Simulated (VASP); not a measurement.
A run of VASP 6.6.1:

Contents of INCAR:

```
SYSTEM = MgSc2C2
PREC = Accurate ; ENCUT = 750
EDIFF = 1E-6 ; ISMEAR = 0
SIGMA = 0.1 ; LREAL = .FALSE.
LASPH = .TRUE. ; NELM = 120
ALGO = Normal ; ISIF = 2
LWAVE = .FALSE. ; LCHARG = .FALSE.
GGA = PE ; NBANDS = 28
GGA_COMPAT = .FALSE.
```

KPOINTS

```
Automatic mesh
0
G
  8 8 8
  0 0 0
```

File POSCAR:

```
MgSc2C2
1.0
    4.6051389474      0.0000000000      0.0000000000
    0.0000000000      4.6051389474      0.0000000000
    0.0000000000      0.0000000000      4.3760489824
Mg Sc C
1 2 2
Direct
    0.0000000000      0.0000000000      0.5000000000
    0.0000000000      0.5000000000      0.0000000000
    0.5000000000      0.0000000000      0.0000000000
    0.0000000000      0.5000000000      0.5000000000
    0.5000000000      0.0000000000      0.5000000000
```

Potentials or basis: VASP PAW PBE potentials, release 64 (Mg_sv, Sc_sv, C).

Run with:

```console
$ cat potpaw_PBE.64/Mg_sv/POTCAR potpaw_PBE.64/Sc_sv/POTCAR potpaw_PBE.64/C/POTCAR > POTCAR
$ mpirun -np 1 vasp_std > vasp.out
```

Hardware: 1 thread of AMD EPYC 9R45 96-Core Processor (Zen 5), with other jobs on the host.

**Question.** Estimate the wall time of this run.

**Answer.** It took 4 min on 1 thread of AMD EPYC 9R45 96-Core Processor (Zen 5), with other jobs on the host, peak memory 0.43 GiB. Counts: scf iterations 16, k points 75.
